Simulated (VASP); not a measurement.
# TaN (CsCl type) (Pm-3m) in VASP: relaxation of cell and atoms with PBE

Aim: the relaxation of cell and atoms of TaN (CsCl type) with PBE.

All numbers are computed with VASP 6.6.1; they aren't measurements. Logs are shortened: lines on timing, memory, paths and dates and some standing lists are left out, and cuts for length are marked.

## 1. The cell of the first run

Symmetry: Pm-3m, No. 221, cubic system. Conventional cell: a = 2.610 Å, b = 2.610 Å, c = 2.610 Å, α = 90.00°, β = 90.00°, γ = 90.00°. Ta (site symmetry m-3m) has 8 N at 2.26 Å and 6 Ta at 2.61 Å within 3.0 Å. Within 3.0 Å of N (site symmetry m-3m) lie 8 Ta at 2.26 Å and 6 N at 2.61 Å.

## 2. Relaxation of cell and atoms, PBE, target pressure 69 GPa, at which the enthalpy is minimised

Contents of INCAR:

```
SYSTEM = TaN
ALGO     = Normal         ! electronic algorithm
EDIFF    = 1E-7           ! SCF threshold, eV
EDIFFG   = -0.005         ! ionic threshold
ENCUT    = 600            ! plane-wave cutoff, eV
GGA      = PE             ! functional
GGA_COMPAT= .FALSE.      
IBRION   = 2              ! ionic algorithm
ISIF     = 3              ! what is computed and relaxed
ISMEAR   = -1             ! smearing method
LASPH    = .TRUE.         ! aspherical terms in the spheres
LCHARG   = .FALSE.        ! write CHGCAR
LREAL    = .FALSE.        ! projectors in reciprocal space
LWAVE    = .FALSE.        ! write WAVECAR
NELM     = 120            ! most SCF steps
NELMIN   = 4            
NSW      = 32             ! ionic steps
PREC     = Accurate       ! precision mode
PSTRESS  = 690.0        
SIGMA    = 0.08           ! smearing width, eV
```

Contents of KPOINTS:

```
k-points
0
G
  15 15 15
  0 0 0
```

Contents of POSCAR:

```
TaN
1.0
    2.6102494540      0.0000000000      0.0000000000
    0.0000000000      2.6102494540      0.0000000000
    0.0000000000      0.0000000000      2.6102494540
Ta N
1 1
Direct
    0.0000000000      0.0000000000      0.0000000000
    0.5000000000      0.5000000000      0.5000000000
```

Potentials or basis: VASP PAW PBE potentials, release 64 (Ta_pv, N).

Command:

```
$ cat potpaw_PBE.64/Ta_pv/POTCAR potpaw_PBE.64/N/POTCAR > POTCAR
$ mpirun -np 1 vasp_std > vasp.out
```

OUTCAR:

```text
SYSTEM = TaN
   EDIFF = 1E-7
   EDIFFG = -0.005
   ENCUT = 600
   GGA = PE
   IBRION = 2
   ISIF = 3
   ISMEAR = -1
   LASPH = .TRUE.
   LREAL = .FALSE.
   NELM = 120
   NELMIN = 4
   NSW = 32
   PREC = Accurate
   PSTRESS = 690.0

 ion  position               nearest neighbor table
   1  0.000  0.000  0.000-   2 2.26   2 2.26   2 2.26   2 2.26   2 2.26   2 2.26   2 2.26   2 2.26

   2  0.500  0.500  0.500-   1 2.26   1 2.26   1 2.26   1 2.26   1 2.26   1 2.26   1 2.26   1 2.26

  LATTYP: Found a simple cubic cell.
 ALAT       =     2.6102494540

  Lattice vectors:

 A1 = (   2.6102494540,   0.0000000000,   0.0000000000)
 A2 = (   0.0000000000,   2.6102494540,   0.0000000000)
 A3 = (   0.0000000000,   0.0000000000,   2.6102494540)

Analysis of symmetry for initial positions (statically):
=====================================================================
 Subroutine PRICEL returns:
 Original cell was already a primitive cell.

 Routine SETGRP: Setting up the symmetry group for a
 simple cubic supercell.

 Subroutine GETGRP returns: Found 48 space group operations
 (whereof 48 operations were pure point group operations)
 out of a pool of 48 trial point group operations.

The static configuration has the point symmetry O_h .

Analysis of symmetry for dynamics (positions and initial velocities):
=====================================================================
 Subroutine PRICEL returns:
 Original cell was already a primitive cell.

 Routine SETGRP: Setting up the symmetry group for a
 simple cubic supercell.

 Subroutine GETGRP returns: Found 48 space group operations
 (whereof 48 operations were pure point group operations)
 out of a pool of 48 trial point group operations.

The dynamic configuration has the point symmetry O_h .

 Subroutine INISYM returns: Found 48 space group operations
 (whereof 48 operations are pure point group operations),
 and found     1 'primitive' translations

----------------------------------------------------------------------------------------

                                     Primitive cell

  volume of cell :      17.7847

  direct lattice vectors                    reciprocal lattice vectors
     2.610249454  0.000000000  0.000000000     0.383105147  0.000000000  0.000000000
     0.000000000  2.610249454  0.000000000     0.000000000  0.383105147  0.000000000
     0.000000000  0.000000000  2.610249454     0.000000000  0.000000000  0.383105147

  length of vectors
     2.610249454  2.610249454  2.610249454     0.383105147  0.383105147  0.383105147

  position of ions in fractional coordinates (direct lattice)
     0.000000000  0.000000000  0.000000000
     0.500000000  0.500000000  0.500000000

  ion indices of the primitive-cell ions
   primitive index   ion index
                 1           1
                 2           2

----------------------------------------------------------------------------------------

 KPOINTS: k-points

Automatic generation of k-mesh.
 Grid dimensions read from file:
 generate k-points for:   15   15   15

 Generating k-lattice:

  Cartesian coordinates                     Fractional coordinates (reciprocal lattice)
     0.025540343  0.000000000  0.000000000     0.066666667  0.000000000  0.000000000
     0.000000000  0.025540343  0.000000000     0.000000000  0.066666667  0.000000000
     0.000000000  0.000000000  0.025540343     0.000000000  0.000000000  0.066666667

  Length of vectors
     0.025540343  0.025540343  0.025540343

  Shift w.r.t. Gamma in fractional coordinates (k-lattice)
     0.000000000  0.000000000  0.000000000

 Subroutine IBZKPT returns following result:
 ===========================================

 Found    120 irreducible k-points:

 Following reciprocal coordinates:
            Coordinates               Weight
  0.000000  0.000000  0.000000      1.000000
  0.066667  0.000000  0.000000      6.000000
  0.133333  0.000000  0.000000      6.000000
  0.200000  0.000000  0.000000      6.000000
  0.266667  0.000000  0.000000      6.000000
  0.333333  0.000000  0.000000      6.000000
[... 16 lines left out ...]
  0.266667  0.200000  0.000000     24.000000
  0.333333  0.200000  0.000000     24.000000
 [... further k-points ...]
   k-points           NKPTS =    120   k-points in BZ     NKDIM =    120   number of bands    NBANDS=     12
   number of dos      NEDOS =    301   number of ions     NIONS =      2
   total plane-waves  NPLWV =  13824
   dimension x,y,z NGX =    24 NGY =   24 NGZ =   24
   dimension x,y,z NGXF=    48 NGYF=   48 NGZF=   48
   ions per type =               1   1
   NGX,Y,Z   is equivalent  to a cutoff of  15.29, 15.29, 15.29 a.u.
   NGXF,Y,Z  is equivalent  to a cutoff of  30.57, 30.57, 30.57 a.u.
 SYSTEM =  TaN
   PREC   = accura    normal or accurate (medium, high low for compatibility)
   ISTART =      0    job   : 0-new  1-cont  2-samecut
   ICHARG =      2    charge: 1-file 2-atom 10-const
   ISPIN  =      1    spin polarized calculation?
   LNONCOLLINEAR =      F non collinear calculations
   LSORBIT =      F    spin-orbit coupling
   LASPH  =      T    aspherical Exc in radial PAW
   ENCUT  =  600.0 eV  44.10 Ry    6.64 a.u.   5.21  5.21  5.21*2*pi/ulx,y,z
   NELM   =    120;   NELMIN=  4; NELMDL= -5     # of ELM steps
   EDIFF  = 0.1E-06   stopping-criterion for ELM
   LREAL  =      F    real-space projection
   EDIFFG = -.5E-02   stopping-criterion for IOM
   NSW    =     32    number of steps for IOM
   IBRION =      2    ionic relax: 0-MD 1-quasi-New 2-CG
   NFREE  =      1    steps in history (QN), initial steepest desc. (CG)
   ISIF   =      3    stress and relaxation
   ISYM   =      2    0-nonsym 1-usesym 2-fastsym
   POTIM  = 0.5000    time-step for ionic-motion
   TEBEG  =    0.0;   TEEND  =   0.0 temperature during run
   PSTRESS=  690.0 pullay stress
   NELECT =      16.0000    total number of electrons
   NUPDOWN=      -1.0000    fix difference up-down
   EMIN   =  10.00;   EMAX   =-10.00  energy-range for DOS
   EFERMI =   0.00;   METHOD = LEGACY
   ISMEAR =    -1;   SIGMA  =   0.08  broadening in eV -4-tet -1-fermi 0-gaus
   EFERMI_NEDOS =   21; number of points for ismear=-14 and -15
   IALGO  =     38    algorithm
   IMIX   =      4    mixing-type and parameters
     AMIX     =   0.40;   BMIX     =  1.00
     AMIX_MAG =   1.60;   BMIX_MAG =  1.00
  volume/ion in A,a.u.               =       8.89        60.01
  Fermi-wavevector in a.u.,A,eV,Ry     =   1.580397  2.986517 33.982647  2.497654
  Thomas-Fermi vector in A             =   2.680631
   LORBIT       =      0    0 simple, 1 ext, 2 COOP (PROOUT), +10 PAW based schemes
   GGA     = PE    functional components
   LHFCALC =     F    Hartree Fock is set to
   AEXX    =    0.0000 exact exchange contribution
   IVDW    =     0    specifies the selected vdW correction
   LEPSILON=     F    determine dielectric tensor
   LRPA    =     F    only Hartree local field effects (RPA)
 conjugate gradient relaxation of ions
 non-spin polarized calculation
  energy-cutoff  :      600.00
  volume of cell :       17.78
 maximum number of plane-waves:       619
 NGX is ok and might be reduce to    24
   NGX = 11   NGY = 11   NGZ = 11

--------------------------------------- Ionic step        1  -------------------------------------------

 number of electron      15.9999999 magnetization

 Free energy of the ion-electron system (eV)
  ---------------------------------------------------
  ext. energy  EPLUGINS =         0.00000000
  ---------------------------------------------------
  free energy    TOTEN  =       -20.25298533 eV

  energy without entropy =      -20.24372762  energy(sigma->0) =      -20.24835647

------------------------ aborting loop because EDIFF is reached ----------------------------------------

  FORCE on cell =-STRESS in cart. coord.  units (eV):
  Direction    XX          YY          ZZ          XY          YZ          ZX
  --------------------------------------------------------------------------------------
  -------------------------------------------------------------------------------------
  Total        7.8506653      7.8506653      7.8506653     -0.0000000      0.0000000     -0.0000000
  in kB      707.2468179    707.2468179    707.2468179     -0.0000000      0.0000000     -0.0000000
  external PRESSURE =      17.2468179 kB  Pullay stress =     690.0000000 kB

 VOLUME and BASIS-vectors are now :
 -----------------------------------------------------------------------------
  energy-cutoff  :      600.00
  volume of cell :       17.78
      direct lattice vectors                 reciprocal lattice vectors
     2.610249454  0.000000000  0.000000000     0.383105147  0.000000000  0.000000000
     0.000000000  2.610249454  0.000000000     0.000000000  0.383105147  0.000000000
     0.000000000  0.000000000  2.610249454     0.000000000  0.000000000  0.383105147
[... 46 lines left out ...]
  FREE ENERGIE OF THE ION-ELECTRON SYSTEM (eV)
  ---------------------------------------------------
  free  energy   TOTEN  =       -20.3559417258 eV

  energy  without entropy=      -20.3464323985  energy(sigma->0) =      -20.35118706

  enthalpy is  TOTEN    =       -12.5901220752 eV   P V=        7.7658196506

--------------------------------------- Ionic step        3  -------------------------------------------

 number of electron      15.9999999 magnetization

 Free energy of the ion-electron system (eV)
  ---------------------------------------------------
  ext. energy  EPLUGINS =         0.00000000
  ---------------------------------------------------
  free energy    TOTEN  =       -20.27543507 eV

  energy without entropy =      -20.26612477  energy(sigma->0) =      -20.27077992

 E-fermi :  11.3037     XC(G=0): -14.5012

 val. band max:       11.2956272135   @ k =   0.2667   0.2667   0.2667
 cond. band min:      11.3141540666   @ k =   0.4000   0.2667   0.2667
 fundamental gap:      0.0185268530
 Fermi energy:        11.3036763695

 k-point     1 :       0.0000    0.0000    0.0000
  band No.  band energies     occupation
      1     -23.7649      2.00000
      2     -23.7649      2.00000
      3     -23.7649      2.00000
      4      -8.5473      2.00000
      5       5.3807      2.00000
      6       5.3807      2.00000
      7       8.1471      2.00000
      8       8.1471      2.00000
      9       8.1471      2.00000
     10      15.4860      0.00000
     11      15.8611      0.00000
     12      15.8611      0.00000

 k-point     2 :       0.0667    0.0000    0.0000
  band No.  band energies     occupation
      1     -23.8667      2.00000
      2     -23.7560      2.00000
      3     -23.7560      2.00000
      4      -8.4232      2.00000
      5       5.3170      2.00000
      6       5.4339      2.00000
      7       8.0263      2.00000
      8       8.0263      2.00000
      9       8.1444      2.00000
     10      15.7724      0.00000
     11      15.8918      0.00000
     12      15.9188      0.00000
[... 316 lines left out ...]
 k-point    24 :       0.3333    0.2000    0.0000
  band No.  band energies     occupation
      1     -25.2239      2.00000
      2     -24.3138      2.00000
      3     -23.5444      2.00000
      4      -5.9863      2.00000
      5       2.1895      2.00000
      6       5.1892      2.00000
      7       6.7046      2.00000
      8       8.0078      2.00000
      9      13.4132      0.00000
     10      13.9202      0.00000
     11      14.7862      0.00000
     12      16.8323      0.00000

 [... further k-points ...]

------------------------ aborting loop because EDIFF is reached ----------------------------------------

  FORCE on cell =-STRESS in cart. coord.  units (eV):
  Direction    XX          YY          ZZ          XY          YZ          ZX
  --------------------------------------------------------------------------------------
  -------------------------------------------------------------------------------------
  Total        7.6821697      7.6821697      7.6821697      0.0000000      0.0000000     -0.0000000
  in kB      690.0694481    690.0694481    690.0694481      0.0000000      0.0000000     -0.0000000
  external PRESSURE =       0.0694481 kB  Pullay stress =     690.0000000 kB

 VOLUME and BASIS-vectors are now :
 -----------------------------------------------------------------------------
  energy-cutoff  :      600.00
  volume of cell :       17.84
      direct lattice vectors                 reciprocal lattice vectors
     2.612766260  0.000000000 -0.000000000     0.382736112  0.000000000  0.000000000
    -0.000000000  2.612766260 -0.000000000    -0.000000000  0.382736112 -0.000000000
    -0.000000000  0.000000000  2.612766260     0.000000000  0.000000000  0.382736112

 POSITION                                       TOTAL-FORCE (eV/Angst)
 -----------------------------------------------------------------------------------
      0.00000      0.00000      0.00000         0.000000     -0.000000      0.000000
      1.30638      1.30638      1.30638        -0.000000      0.000000      0.000000
 -----------------------------------------------------------------------------------
    total drift:                                0.000000      0.000000     -0.000000

  FREE ENERGIE OF THE ION-ELECTRON SYSTEM (eV)
  ---------------------------------------------------
  free  energy   TOTEN  =       -20.2754350711 eV

  energy  without entropy=      -20.2661247724  energy(sigma->0) =      -20.27077992

  enthalpy is  TOTEN    =       -12.5940385264 eV   P V=        7.6813965447

 reached required accuracy - stopping structural energy minimisation
```

Wall time 27 s (1 thread of Intel Xeon Platinum 8559C (Emerald Rapids), shared host); peak memory 0.17 GiB.

What came out:

```yaml
Free_energy: -20.2754 eV
Relaxed_volume: 8.92 Å³/atom
Relaxed_cell: a = 2.613 Å, b = 2.613 Å, c = 2.613 Å, α = 90.00°, β = 90.00°, γ = 90.00°
Space_group_after_relaxing_to_0.05_Å: Pm-3m (No. 221)
Energy_change_on_relaxing_the_enthalpy_is_what_falls: -11.2 meV/atom
Ionic_steps: 3
Pressure_after_relaxing: 69.0 GPa
Band_gap_on_the_k_mesh: zero (band 8 reaches 17.94 eV, above the bottom of band 9 at 8.14 eV)
```

The path:
```csv
step,energy change (eV),largest force (eV/Å),pressure (GPa),volume (Å³)
1,0.0000,0.0000,70.72,17.78
2,-0.1030,0.0000,62.68,18.03
3,-0.0224,0.0000,69.01,17.84
```

Final structure:
```
Ta N
1.0
     2.61277    0.00000    0.00000
     0.00000    2.61277    0.00000
     0.00000    0.00000    2.61277
Ta N
1 1
Direct
  0.00000 0.00000 0.00000
  0.50000 0.50000 0.50000
```

Caveat: the cell is relaxed towards a set pressure, so the enthalpy falls and the energy may rise; spin-orbit coupling is left out, which moves the levels of the heavy elements.
